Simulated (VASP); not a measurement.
# KI (I4mm) in VASP: a series of runs

Runs on KI. Level: LDA. Tasks: single point.

Everything below comes from runs of VASP 6.6.1. Logs are shortened: lines on timing, memory, paths and dates and some standing lists are left out, and cuts for length are marked.

## 1. The cell of the first run

Symmetry: I4mm, No. 107, tetragonal system. The conventional cell has a = 4.824 Å, b = 4.824 Å, c = 6.822 Å, α = 90.00°, β = 90.00°, γ = 90.00°. K (site symmetry 4mm) has 5 I at 2.76 to 3.47 Å within 3.6 Å. I (site symmetry 4mm) has 5 K at 2.76 to 3.47 Å within 3.6 Å.

## 2. Single point, LDA (atoms displaced along a vibrational mode)

Contents of INCAR:

```
SYSTEM = KI
PREC     = Accurate       ! precision mode
ENCUT    = 520            ! plane-wave cutoff, eV
EDIFF    = 1E-7           ! SCF threshold, eV
ISMEAR   = 0              ! smearing method
SIGMA    = 0.05           ! smearing width, eV
LREAL    = .FALSE.        ! projectors in reciprocal space
LASPH    = .TRUE.         ! aspherical terms in the spheres
NELM     = 60             ! most SCF steps
ALGO     = Normal         ! electronic algorithm
ISIF     = 2              ! what is computed and relaxed
LWAVE    = .FALSE.        ! write WAVECAR
LCHARG   = .FALSE.        ! write CHGCAR
NBANDS   = 15             ! bands
```

Contents of KPOINTS:

```
Automatic mesh
0
G
  6 6 6
  0 0 0
```

Contents of POSCAR:

```
KI
1.0
    0.0000000000      3.4109309835      3.4109309835
    3.4109309835      0.0000000000      3.4109309835
    3.4109309835      3.4109309835      0.0000000000
K I
1 1
Direct
   -0.0724142474     -0.0724142474      0.0724142474
    0.5223102777      0.5223102777      0.4776897223
```

Potentials or basis: VASP PAW LDA potentials, release 64 (K_sv, I).

Started as:

```bash
cat potpaw_LDA.64/K_sv/POTCAR potpaw_LDA.64/I/POTCAR > POTCAR
mpirun -np 1 vasp_std > vasp.out
```

OUTCAR:

```text
SYSTEM = KI
   PREC = Accurate
   ENCUT = 520
   EDIFF = 1E-7
   ISMEAR = 0
   LREAL = .FALSE.
   LASPH = .TRUE.
   NELM = 60
   ISIF = 2

 ion  position               nearest neighbor table
   1  0.928  0.928  0.072-   2 2.76   2 3.47   2 3.47   2 3.47   2 3.47
   2  0.522  0.522  0.478-   1 2.76   1 3.47   1 3.47   1 3.47   1 3.47

  LATTYP: Found a face centered cubic cell.
 ALAT       =     6.8218619670

  Lattice vectors:

 A1 = (   0.0000000000,   3.4109309835,   3.4109309835)
 A2 = (   3.4109309835,   0.0000000000,   3.4109309835)
 A3 = (   3.4109309835,   3.4109309835,   0.0000000000)

Analysis of symmetry for initial positions (statically):
=====================================================================
 Subroutine PRICEL returns:
 Original cell was already a primitive cell.

 Routine SETGRP: Setting up the symmetry group for a
 face centered cubic supercell.

 Subroutine GETGRP returns: Found  8 space group operations
 (whereof  8 operations were pure point group operations)
 out of a pool of 48 trial point group operations.

The static configuration has the point symmetry C_4v.

Analysis of symmetry for dynamics (positions and initial velocities):
=====================================================================
 Subroutine PRICEL returns:
 Original cell was already a primitive cell.

 Routine SETGRP: Setting up the symmetry group for a
 face centered cubic supercell.

 Subroutine GETGRP returns: Found  8 space group operations
 (whereof  8 operations were pure point group operations)
 out of a pool of 48 trial point group operations.

The dynamic configuration has the point symmetry C_4v.

 Subroutine INISYM returns: Found  8 space group operations
 (whereof  8 operations are pure point group operations),
 and found     1 'primitive' translations

----------------------------------------------------------------------------------------

                                     Primitive cell

  volume of cell :      79.3686

  direct lattice vectors                    reciprocal lattice vectors
     0.000000000  3.410930984  3.410930984    -0.146587545  0.146587545  0.146587545
     3.410930984  0.000000000  3.410930984     0.146587545 -0.146587545  0.146587545
     3.410930984  3.410930984  0.000000000     0.146587545  0.146587545 -0.146587545

  length of vectors
     4.823784857  4.823784857  4.823784857     0.253897076  0.253897076  0.253897076

  position of ions in fractional coordinates (direct lattice)
     0.927585753  0.927585753  0.072414247
     0.522310278  0.522310278  0.477689722

  ion indices of the primitive-cell ions
   primitive index   ion index
                 1           1
                 2           2

----------------------------------------------------------------------------------------

 KPOINTS: Automatic mesh

Automatic generation of k-mesh.
 Grid dimensions read from file:
 generate k-points for:    6    6    6

 Generating k-lattice:

  Cartesian coordinates                     Fractional coordinates (reciprocal lattice)
    -0.024431258  0.024431258  0.024431258     0.166666667  0.000000000  0.000000000
     0.024431258 -0.024431258  0.024431258     0.000000000  0.166666667  0.000000000
     0.024431258  0.024431258 -0.024431258     0.000000000  0.000000000  0.166666667

  Length of vectors
     0.042316179  0.042316179  0.042316179

  Shift w.r.t. Gamma in fractional coordinates (k-lattice)
     0.000000000  0.000000000  0.000000000

 Subroutine IBZKPT returns following result:
 ===========================================

 Found     30 irreducible k-points:

 Following reciprocal coordinates:
            Coordinates               Weight
  0.000000  0.000000  0.000000      1.000000
  0.166667  0.000000  0.000000      8.000000
  0.333333  0.000000  0.000000      8.000000
  0.500000  0.000000  0.000000      4.000000
  0.166667  0.166667  0.000000      2.000000
  0.000000  0.166667  0.166667      4.000000
[... 16 lines left out ...]
  0.500000  0.333333  0.166667      8.000000
  0.166667  0.500000  0.333333      8.000000
 [... further k-points ...]
   k-points           NKPTS =     30   k-points in BZ     NKDIM =     30   number of bands    NBANDS=     15
   number of dos      NEDOS =    301   number of ions     NIONS =      2
   total plane-waves  NPLWV =  46656
   dimension x,y,z NGX =    36 NGY =   36 NGZ =   36
   dimension x,y,z NGXF=    72 NGYF=   72 NGZF=   72
   ions per type =               1   1
   NGX,Y,Z   is equivalent  to a cutoff of  12.41, 12.41, 12.41 a.u.
   NGXF,Y,Z  is equivalent  to a cutoff of  24.81, 24.81, 24.81 a.u.
 SYSTEM =  KI
   PREC   = accura    normal or accurate (medium, high low for compatibility)
   ISTART =      0    job   : 0-new  1-cont  2-samecut
   ICHARG =      2    charge: 1-file 2-atom 10-const
   ISPIN  =      1    spin polarized calculation?
   LNONCOLLINEAR =      F non collinear calculations
   LSORBIT =      F    spin-orbit coupling
   LASPH  =      T    aspherical Exc in radial PAW
   ENCUT  =  520.0 eV  38.22 Ry    6.18 a.u.   8.97  8.97  8.97*2*pi/ulx,y,z
   NELM   =     60;   NELMIN=  2; NELMDL= -5     # of ELM steps
   EDIFF  = 0.1E-06   stopping-criterion for ELM
   LREAL  =      F    real-space projection
   EDIFFG = 0.1E-05   stopping-criterion for IOM
   NSW    =      0    number of steps for IOM
   IBRION =     -1    ionic relax: 0-MD 1-quasi-New 2-CG
   NFREE  =      0    steps in history (QN), initial steepest desc. (CG)
   ISIF   =      2    stress and relaxation
   ISYM   =      2    0-nonsym 1-usesym 2-fastsym
   POTIM  = 0.5000    time-step for ionic-motion
   TEBEG  =    0.0;   TEEND  =   0.0 temperature during run
   PSTRESS=    0.0 pullay stress
   NELECT =      16.0000    total number of electrons
   NUPDOWN=      -1.0000    fix difference up-down
   EMIN   =  10.00;   EMAX   =-10.00  energy-range for DOS
   EFERMI =   0.00;   METHOD = LEGACY
   ISMEAR =     0;   SIGMA  =   0.05  broadening in eV -4-tet -1-fermi 0-gaus
   EFERMI_NEDOS =   21; number of points for ismear=-14 and -15
   IALGO  =     38    algorithm
   IMIX   =      4    mixing-type and parameters
     AMIX     =   0.40;   BMIX     =  1.00
     AMIX_MAG =   1.60;   BMIX_MAG =  1.00
  volume/ion in A,a.u.               =      39.68       267.80
  Fermi-wavevector in a.u.,A,eV,Ry     =   0.959913  1.813973 12.536858  0.921433
  Thomas-Fermi vector in A             =   2.089151
   LORBIT       =      0    0 simple, 1 ext, 2 COOP (PROOUT), +10 PAW based schemes
   GGA     = CA    functional components
   LHFCALC =     F    Hartree Fock is set to
   AEXX    =    0.0000 exact exchange contribution
   IVDW    =     0    specifies the selected vdW correction
   LEPSILON=     F    determine dielectric tensor
   LRPA    =     F    only Hartree local field effects (RPA)
 non-spin polarized calculation
 Gauss-broadening in eV      SIGMA  =   0.05
  energy-cutoff  :      520.00
  volume of cell :       79.37
 maximum number of plane-waves:      2158
   NGX = 17   NGY = 17   NGZ = 17

 number of electron      15.9999999 magnetization

 Free energy of the ion-electron system (eV)
  ---------------------------------------------------
  ext. energy  EPLUGINS =         0.00000000
  ---------------------------------------------------
  free energy    TOTEN  =        -5.66442132 eV

  energy without entropy =       -5.66442132  energy(sigma->0) =       -5.66442132

 E-fermi :   0.2531     XC(G=0):  -7.9904

 val. band max:       -0.0700693457   @ k =   0.0000   0.0000   0.0000
 cond. band min:       3.7912096191   @ k =   0.0000   0.0000   0.0000
 fundamental gap:      3.8612789648
 Fermi energy:         0.2530827579

 k-point     1 :       0.0000    0.0000    0.0000
  band No.  band energies     occupation
      1     -27.9823      2.00000
      2     -12.0940      2.00000
      3     -11.7092      2.00000
      4     -11.7092      2.00000
      5     -10.5731      2.00000
      6      -0.1898      2.00000
      7      -0.1898      2.00000
      8      -0.0701      2.00000
      9       3.7912      0.00000
     10       6.3891      0.00000
     11       6.5262      0.00000
     12       6.5262      0.00000
     13       7.1221      0.00000
     14       7.7823      0.00000
     15       9.0341      0.00000

 k-point     2 :       0.1667    0.0000    0.0000
  band No.  band energies     occupation
      1     -27.9810      2.00000
      2     -12.1498      2.00000
      3     -11.7354      2.00000
      4     -11.7116      2.00000
      5     -10.4515      2.00000
      6      -0.6492      2.00000
      7      -0.2656      2.00000
      8      -0.1568      2.00000
      9       4.4536      0.00000
     10       6.1367      0.00000
     11       6.5465      0.00000
     12       6.6832      0.00000
     13       7.7347      0.00000
     14       8.3404      0.00000
     15       9.9954      0.00000

 k-point     3 :       0.3333    0.0000    0.0000
  band No.  band energies     occupation
      1     -27.9785      2.00000
      2     -12.2560      2.00000
      3     -11.7646      2.00000
      4     -11.7164      2.00000
      5     -10.2337      2.00000
      6      -1.3534      2.00000
      7      -0.4109      2.00000
      8      -0.3016      2.00000
      9       5.0726      0.00000
     10       6.7253      0.00000
     11       7.0427      0.00000
     12       7.2742      0.00000
     13       8.6984      0.00000
     14       9.2521      0.00000
     15       9.6668      0.00000

 k-point     4 :       0.5000    0.0000    0.0000
  band No.  band energies     occupation
      1     -27.9772      2.00000
      2     -12.3053      2.00000
      3     -11.7734      2.00000
      4     -11.7188      2.00000
      5     -10.1326      2.00000
      6      -1.6440      2.00000
      7      -0.4807      2.00000
      8      -0.3708      2.00000
      9       5.1682      0.00000
     10       7.1652      0.00000
     11       7.7680      0.00000
     12       8.1061      0.00000
     13       8.3848      0.00000
     14       9.1515      0.00000
     15       9.2215      0.00000
[... 307 lines left out ...]
 k-point    22 :       0.0000    0.5000    0.5000
  band No.  band energies     occupation
      1     -27.9759      2.00000
      2     -12.1748      2.00000
      3     -11.7957      2.00000
      4     -11.7371      2.00000
      5     -10.3178      2.00000
      6      -1.2472      2.00000
      7      -0.6957      2.00000
      8      -0.3711      2.00000
      9       4.8751      0.00000
     10       5.5607      0.00000
     11       8.0486      0.00000
     12       8.8790      0.00000
     13       9.0480      0.00000
     14       9.2239      0.00000
     15       9.5923      0.00000

 k-point    23 :       0.5000    0.3333    0.1667
  band No.  band energies     occupation
      1     -27.9765      2.00000
      2     -12.2896      2.00000
      3     -11.7490      2.00000
      4     -11.7471      2.00000
      5     -10.1935      2.00000
      6      -1.1687      2.00000
      7      -0.6513      2.00000
      8      -0.4704      2.00000
      9       5.5592      0.00000
     10       5.9535      0.00000
     11       7.1062      0.00000
     12       8.0515      0.00000
     13       8.5405      0.00000
     14       8.9230      0.00000
     15      10.2062      0.00000

 k-point    24 :       0.1667    0.5000    0.3333
  band No.  band energies     occupation
      1     -27.9770      2.00000
      2     -12.2318      2.00000
      3     -11.7686      2.00000
      4     -11.7434      2.00000
      5     -10.2356      2.00000
      6      -1.2547      2.00000
      7      -0.7506      2.00000
      8      -0.4353      2.00000
      9       5.8443      0.00000
     10       6.1763      0.00000
     11       7.0518      0.00000
     12       8.0256      0.00000
     13       8.4746      0.00000
     14       9.3283      0.00000
     15       9.7105      0.00000

 [... further k-points ...]

------------------------ aborting loop because EDIFF is reached ----------------------------------------

  FORCE on cell =-STRESS in cart. coord.  units (eV):
  Direction    XX          YY          ZZ          XY          YZ          ZX
  --------------------------------------------------------------------------------------
  -------------------------------------------------------------------------------------
  Total       -0.2894060     -0.2894060      5.2909956      0.0000000      0.0000000      0.0000000
  in kB       -5.8421055     -5.8421055    106.8068714      0.0000000      0.0000000      0.0000000
  external PRESSURE =      31.7075535 kB  Pullay stress =       0.0000000 kB

 VOLUME and BASIS-vectors are now :
 -----------------------------------------------------------------------------
  energy-cutoff  :      520.00
  volume of cell :       79.37
      direct lattice vectors                 reciprocal lattice vectors
     0.000000000  3.410930984  3.410930984    -0.146587545  0.146587545  0.146587545
     3.410930984  0.000000000  3.410930984     0.146587545 -0.146587545  0.146587545
     3.410930984  3.410930984  0.000000000     0.146587545  0.146587545 -0.146587545

 POSITION                                       TOTAL-FORCE (eV/Angst)
 -----------------------------------------------------------------------------------
      3.41093      3.41093      6.32786         0.000000      0.000000      2.216821
      3.41093      3.41093      3.56313         0.000000      0.000000     -2.216821
 -----------------------------------------------------------------------------------
    total drift:                                0.000000      0.000000      0.000201

  FREE ENERGIE OF THE ION-ELECTRON SYSTEM (eV)
  ---------------------------------------------------
  free  energy   TOTEN  =        -5.6644213167 eV

  energy  without entropy=       -5.6644213167  energy(sigma->0) =       -5.66442132
```

Wall time 50 s (1 thread of Intel Xeon 8259CL, shared host); peak memory 0.19 GiB.

What came out:

| Quantity | Value |
| --- | --- |
| Free energy | -5.6644 eV |
| Pressure | 3.2 GPa |
| Largest force | 2.217 eV/Å |
| Band gap on the k mesh | 3.86 eV |

Forces in eV/Å, atoms in the order of the input:
```
K    0.000  0.000  2.217
I    0.000  0.000 -2.217
```

Caveat: the cell differs from its parent crystal (atoms displaced along a vibrational mode); the stress differs along the axes, from -1 to 11 GPa; spin-orbit coupling is left out, which moves the levels of the heavy elements; forces of over 1 eV/Å act on the atoms, so gaps and moduli don't describe the material at rest.

(Continued in part 2 of 2.)
